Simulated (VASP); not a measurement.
# CdS (P6_3mc) in VASP: single point with PBE

Aim: the single point of CdS with PBE.

All numbers are computed with VASP 6.6.1; they aren't measurements. Logs are shortened: lines on timing, memory, paths and dates and some standing lists are left out, and cuts for length are marked.

### Step 1. The cell of the first run

The structure is hexagonal, space group P6_3mc (No. 186). Conventional cell: a = 4.161 Å, b = 4.161 Å, c = 13.554 Å, α = 90.00°, β = 90.00°, γ = 120.00°. Within 3.4 Å of Cd (site symmetry 3m) lie 4 S at 2.54 to 2.55 Å. Cd (site symmetry 3m) has 4 S at 2.55 Å within 3.4 Å. Within 3.4 Å of S (site symmetry 3m) lie 4 Cd at 2.55 Å. S (site symmetry 3m) has 4 Cd at 2.54 to 2.55 Å within 3.4 Å.

### Step 2. Single point, PBE

File INCAR:

```
  ALGO = Normal
  EDIFF = 1E-7
  ENCUT = 520
  GGA = PE
  ISIF = 2
  ISMEAR = 0
  LASPH = T
  LCHARG = T
  LELF = T
  LREAL = F
  LVHAR = T
  LWAVE = F
  NBANDS = 46
  NELM = 100
  PREC = Accurate
  SIGMA = 0.01
```

File KPOINTS:

```
k-points
0
Gamma
  12 12 2
```

File POSCAR:

```
CdS
1.0
    4.1605990996      0.0000000000      0.0000000000
   -2.0802995498      3.6031845152      0.0000000000
    0.0000000000      0.0000000000     13.5541938988
Cd S
4 4
Direct
    0.0000000000      0.0000000000     -0.0003495461
    0.3333333333      0.6666666667      0.2498897449
    0.0000000000      0.0000000000      0.4996504539
    0.6666666667      0.3333333333      0.7498897449
    0.0000000000      0.0000000000      0.1876440828
    0.3333333333      0.6666666667      0.4378157185
    0.0000000000      0.0000000000      0.6876440828
    0.6666666667      0.3333333333      0.9378157185
```

Potentials or basis: VASP PAW PBE potentials, release 64 (Cd, S).

On the command line:

```console
$ cat potpaw_PBE.64/Cd/POTCAR potpaw_PBE.64/S/POTCAR > POTCAR
$ mpirun -np 1 vasp_std > vasp.out
```

OUTCAR:

```text
EDIFF = 1E-7
   ENCUT = 520
   GGA = PE
   ISIF = 2
   ISMEAR = 0
   LASPH = T
   LREAL = F
   NELM = 100
   PREC = Accurate

 ion  position               nearest neighbor table
   1  0.000  0.000  1.000-   8 2.54   8 2.54   8 2.54   5 2.55
   2  0.333  0.667  0.250-   5 2.55   5 2.55   5 2.55   6 2.55
   3  0.000  0.000  0.500-   6 2.54   6 2.54   6 2.54   7 2.55
   4  0.667  0.333  0.750-   7 2.55   7 2.55   7 2.55   8 2.55
   5  0.000  0.000  0.188-   2 2.55   2 2.55   2 2.55   1 2.55
   6  0.333  0.667  0.438-   3 2.54   3 2.54   3 2.54   2 2.55
   7  0.000  0.000  0.688-   4 2.55   4 2.55   4 2.55   3 2.55
   8  0.667  0.333  0.938-   1 2.54   1 2.54   1 2.54   4 2.55

  LATTYP: Found a hexagonal cell.
 ALAT       =     4.1605990996
 C/A-ratio  =     3.2577505245

  Lattice vectors:

 A1 = (   4.1605990996,   0.0000000000,   0.0000000000)
 A2 = (  -2.0802995498,   3.6031845152,   0.0000000000)
 A3 = (   0.0000000000,   0.0000000000,  13.5541938988)

Analysis of symmetry for initial positions (statically):
=====================================================================
 Subroutine PRICEL returns:
 Original cell was already a primitive cell.

 Routine SETGRP: Setting up the symmetry group for a
 hexagonal supercell.

 Subroutine GETGRP returns: Found 12 space group operations
 (whereof  6 operations were pure point group operations)
 out of a pool of 24 trial point group operations.

The static configuration has the point symmetry C_3v.
 The point group associated with its full space group is C_6v.

Analysis of symmetry for dynamics (positions and initial velocities):
=====================================================================
 Subroutine PRICEL returns:
 Original cell was already a primitive cell.

 Routine SETGRP: Setting up the symmetry group for a
 hexagonal supercell.

 Subroutine GETGRP returns: Found 12 space group operations
 (whereof  6 operations were pure point group operations)
 out of a pool of 24 trial point group operations.

The dynamic configuration has the point symmetry C_3v.
 The point group associated with its full space group is C_6v.

 Subroutine INISYM returns: Found 12 space group operations
 (whereof  6 operations are pure point group operations),
 and found     1 'primitive' translations

----------------------------------------------------------------------------------------

                                     Primitive cell

  volume of cell :     203.1964

  direct lattice vectors                    reciprocal lattice vectors
     4.160599100  0.000000000  0.000000000     0.240350002  0.138766138  0.000000000
    -2.080299550  3.603184515  0.000000000     0.000000000  0.277532276  0.000000000
     0.000000000  0.000000000 13.554193899     0.000000000  0.000000000  0.073777903

  length of vectors
     4.160599100  4.160599100 13.554193899     0.277532276  0.277532276  0.073777903

  position of ions in fractional coordinates (direct lattice)
     0.000000000  0.000000000  0.999650454
     0.333333333  0.666666667  0.249889745
     0.000000000  0.000000000  0.499650454
     0.666666667  0.333333333  0.749889745
     0.000000000  0.000000000  0.187644083
     0.333333333  0.666666667  0.437815718
     0.000000000  0.000000000  0.687644083
     0.666666667  0.333333333  0.937815718

  ion indices of the primitive-cell ions
   primitive index   ion index
                 1           1
                 2           2
                 3           3
                 4           4
                 5           5
                 6           6
                 7           7
                 8           8

----------------------------------------------------------------------------------------

 KPOINTS: k-points

Automatic generation of k-mesh.
 Grid dimensions read from file:
 generate k-points for:   12   12    2

 Generating k-lattice:

  Cartesian coordinates                     Fractional coordinates (reciprocal lattice)
     0.020029167  0.011563845  0.000000000     0.083333333  0.000000000  0.000000000
     0.000000000  0.023127690  0.000000000     0.000000000  0.083333333  0.000000000
     0.000000000  0.000000000  0.036888951     0.000000000  0.000000000  0.500000000

  Length of vectors
     0.023127690  0.023127690  0.036888951

  Shift w.r.t. Gamma in fractional coordinates (k-lattice)
     0.000000000  0.000000000  0.000000000

 Subroutine IBZKPT returns following result:
 ===========================================

 Found     38 irreducible k-points:

 Following reciprocal coordinates:
            Coordinates               Weight
  0.000000  0.000000  0.000000      1.000000
  0.083333  0.000000  0.000000      6.000000
  0.166667  0.000000  0.000000      6.000000
  0.250000  0.000000  0.000000      6.000000
  0.333333  0.000000  0.000000      6.000000
  0.416667  0.000000  0.000000      6.000000
[... 16 lines left out ...]
  0.250000  0.000000  0.500000      6.000000
  0.333333  0.000000  0.500000      6.000000
 [... further k-points ...]
   k-points           NKPTS =     38   k-points in BZ     NKDIM =     38   number of bands    NBANDS=     46
   number of dos      NEDOS =    301   number of ions     NIONS =      8
   total plane-waves  NPLWV = 110592
   dimension x,y,z NGX =    32 NGY =   32 NGZ =  108
   dimension x,y,z NGXF=    64 NGYF=   64 NGZF=  216
   ions per type =               4   4
   NGX,Y,Z   is equivalent  to a cutoff of  12.79, 12.79, 13.25 a.u.
   NGXF,Y,Z  is equivalent  to a cutoff of  25.57, 25.57, 26.49 a.u.
 SYSTEM =  unknown system
   PREC   = accura    normal or accurate (medium, high low for compatibility)
   ISTART =      0    job   : 0-new  1-cont  2-samecut
   ICHARG =      2    charge: 1-file 2-atom 10-const
   ISPIN  =      1    spin polarized calculation?
   LNONCOLLINEAR =      F non collinear calculations
   LSORBIT =      F    spin-orbit coupling
   LASPH  =      T    aspherical Exc in radial PAW
   ENCUT  =  520.0 eV  38.22 Ry    6.18 a.u.   7.74  7.74 25.20*2*pi/ulx,y,z
   NELM   =    100;   NELMIN=  2; NELMDL= -5     # of ELM steps
   EDIFF  = 0.1E-06   stopping-criterion for ELM
   LREAL  =      F    real-space projection
   EDIFFG = 0.1E-05   stopping-criterion for IOM
   NSW    =      0    number of steps for IOM
   IBRION =     -1    ionic relax: 0-MD 1-quasi-New 2-CG
   NFREE  =      0    steps in history (QN), initial steepest desc. (CG)
   ISIF   =      2    stress and relaxation
   ISYM   =      2    0-nonsym 1-usesym 2-fastsym
   POTIM  = 0.5000    time-step for ionic-motion
   TEBEG  =    0.0;   TEEND  =   0.0 temperature during run
   PSTRESS=    0.0 pullay stress
   NELECT =      72.0000    total number of electrons
   NUPDOWN=      -1.0000    fix difference up-down
   EMIN   =  10.00;   EMAX   =-10.00  energy-range for DOS
   EFERMI =   0.00;   METHOD = LEGACY
   ISMEAR =     0;   SIGMA  =   0.01  broadening in eV -4-tet -1-fermi 0-gaus
   EFERMI_NEDOS =   21; number of points for ismear=-14 and -15
   IALGO  =     38    algorithm
   IMIX   =      4    mixing-type and parameters
     AMIX     =   0.40;   BMIX     =  1.00
     AMIX_MAG =   1.60;   BMIX_MAG =  1.00
  volume/ion in A,a.u.               =      25.40       171.40
  Fermi-wavevector in a.u.,A,eV,Ry     =   1.158458  2.189168 18.259359  1.342025
  Thomas-Fermi vector in A             =   2.295060
   LORBIT       =      0    0 simple, 1 ext, 2 COOP (PROOUT), +10 PAW based schemes
   GGA     = PE    functional components
   LHFCALC =     F    Hartree Fock is set to
   AEXX    =    0.0000 exact exchange contribution
   IVDW    =     0    specifies the selected vdW correction
   LEPSILON=     F    determine dielectric tensor
   LRPA    =     F    only Hartree local field effects (RPA)
 non-spin polarized calculation
 Gauss-broadening in eV      SIGMA  =   0.01
  energy-cutoff  :      520.00
  volume of cell :      203.20
 maximum number of plane-waves:      5553
 NGX is ok and might be reduce to    32
   NGX = 15   NGY = 15   NGZ = 51

 number of electron      72.0000005 magnetization

 Free energy of the ion-electron system (eV)
  ---------------------------------------------------
  ext. energy  EPLUGINS =         0.00000000
  ---------------------------------------------------
  free energy    TOTEN  =       -24.56278406 eV

  energy without entropy =      -24.56278406  energy(sigma->0) =      -24.56278406

 E-fermi :   1.2108     XC(G=0):  -9.0369

 val. band max:        1.1128618501   @ k =   0.0000   0.0000   0.0000
 cond. band min:       2.2479346123   @ k =   0.0000   0.0000   0.0000
 fundamental gap:      1.1350727623
 Fermi energy:         1.2107741627

 k-point     1 :       0.0000    0.0000    0.0000
  band No.  band energies     occupation
      1     -11.1156      2.00000
      2     -10.9116      2.00000
      3     -10.9086      2.00000
      4     -10.7084      2.00000
      5      -6.5214      2.00000
      6      -6.5191      2.00000
[... 38 lines left out ...]
     45       7.7683      0.00000
     46       7.8714      0.00000

 k-point     2 :       0.0833    0.0000    0.0000
  band No.  band energies     occupation
      1     -11.0917      2.00000
      2     -10.8938      2.00000
      3     -10.8908      2.00000
      4     -10.6977      2.00000
      5      -6.5136      2.00000
      6      -6.5092      2.00000
[... 38 lines left out ...]
     45       7.7762      0.00000
     46       7.8769      0.00000

 k-point     3 :       0.1667    0.0000    0.0000
  band No.  band energies     occupation
      1     -11.0250      2.00000
      2     -10.8452      2.00000
      3     -10.8423      2.00000
      4     -10.6692      2.00000
      5      -6.4908      2.00000
      6      -6.4835      2.00000
[... 38 lines left out ...]
     45       7.8002      0.00000
     46       7.9579      0.00000

 k-point     4 :       0.2500    0.0000    0.0000
  band No.  band energies     occupation
      1     -10.9305      2.00000
      2     -10.7788      2.00000
      3     -10.7761      2.00000
      4     -10.6334      2.00000
      5      -6.4622      2.00000
      6      -6.4523      2.00000
[... 920 lines left out ...]
     45       8.0740      0.00000
     46       8.0799      0.00000

 k-point    23 :       0.2500    0.0000    0.5000
  band No.  band energies     occupation
      1     -10.8850      2.00000
      2     -10.8850      2.00000
      3     -10.6744      2.00000
      4     -10.6744      2.00000
      5      -6.4403      2.00000
      6      -6.4403      2.00000
[... 38 lines left out ...]
     45       8.1593      0.00000
     46       8.1593      0.00000

 k-point    24 :       0.3333    0.0000    0.5000
  band No.  band energies     occupation
      1     -10.7941      2.00000
      2     -10.7941      2.00000
      3     -10.6337      2.00000
      4     -10.6337      2.00000
      5      -6.4226      2.00000
      6      -6.4226      2.00000
[... 38 lines left out ...]
     45       8.3506      0.00000
     46       8.3506      0.00000

 [... further k-points ...]
[... 5 lines left out ...]
  --------------------------------------------------------------------------------------
  -------------------------------------------------------------------------------------
  Total        2.1416514      2.1416514      2.2037762      0.0000000      0.0000000      0.0000000
  in kB       16.8866423     16.8866423     17.3764880      0.0000000      0.0000000      0.0000000
  external PRESSURE =      17.0499242 kB  Pullay stress =       0.0000000 kB

 VOLUME and BASIS-vectors are now :
 -----------------------------------------------------------------------------
  energy-cutoff  :      520.00
  volume of cell :      203.20
      direct lattice vectors                 reciprocal lattice vectors
     4.160599100  0.000000000  0.000000000     0.240350002  0.138766138  0.000000000
    -2.080299550  3.603184515  0.000000000     0.000000000  0.277532276  0.000000000
     0.000000000  0.000000000 13.554193899     0.000000000  0.000000000  0.073777903

 POSITION                                       TOTAL-FORCE (eV/Angst)
 -----------------------------------------------------------------------------------
      0.00000      0.00000     13.54946         0.000000      0.000000      0.003120
     -0.00000      2.40212      3.38705        -0.000000     -0.000000     -0.003431
      0.00000      0.00000      6.77236        -0.000000      0.000000      0.003120
      2.08030      1.20106     10.16415         0.000000      0.000000     -0.003431
      0.00000      0.00000      2.54336        -0.000000     -0.000000     -0.002295
     -0.00000      2.40212      5.93424        -0.000000     -0.000000      0.002606
      0.00000      0.00000      9.32046        -0.000000      0.000000     -0.002295
      2.08030      1.20106     12.71134        -0.000000      0.000000      0.002606
 -----------------------------------------------------------------------------------
    total drift:                               -0.000000     -0.000001     -0.000851

  FREE ENERGIE OF THE ION-ELECTRON SYSTEM (eV)
  ---------------------------------------------------
  free  energy   TOTEN  =       -24.5627840628 eV

  energy  without entropy=      -24.5627840628  energy(sigma->0) =      -24.56278406
```

Wall time 9.1 min (1 thread of AMD EPYC 7R43 (Zen 3), shared host); peak memory 0.44 GiB.

What came out:

```yaml
Free_energy: -24.5628 eV
Pressure: 1.7 GPa
Largest_force: 0.003 eV/Å
Band_gap_on_the_k_mesh: 1.14 eV
```

Forces on the atoms (eV/Å):
```
Cd   0.000  0.000  0.003
Cd   0.000  0.000 -0.003
Cd   0.000  0.000  0.003
Cd   0.000  0.000 -0.003
S    0.000  0.000 -0.002
S    0.000  0.000  0.003
S    0.000  0.000 -0.002
S    0.000  0.000  0.003
```

Levels at points of the mesh, in eV from the valence-band top:
| k point | band 32 | band 33 | band 34 | band 35 | band 36 | band 37 | band 38 | band 39 | band 40 | band 41 |
| --- | --- | --- | --- | --- | --- | --- | --- | --- | --- | --- |
| (0.00, 0.00, 0.00) | -0.38 | -0.38 | -0.02 | 0.00 | 0.00 | 1.14 | 2.69 | 2.86 | 2.87 | 6.16 |
| (0.50, 0.00, 0.00) | -1.29 | -1.29 | -1.26 | -0.87 | -0.72 | 3.11 | 3.37 | 3.95 | 4.22 | 4.89 |
| (0.00, 0.00, 0.50) | -0.63 | -0.11 | -0.11 | -0.11 | -0.11 | 1.99 | 1.99 | 2.90 | 2.90 | 6.31 |
| (0.50, 0.00, 0.50) | -1.66 | -1.17 | -1.17 | -0.90 | -0.90 | 3.50 | 3.50 | 3.93 | 3.93 | 4.73 |

A k mesh can miss the band edges.
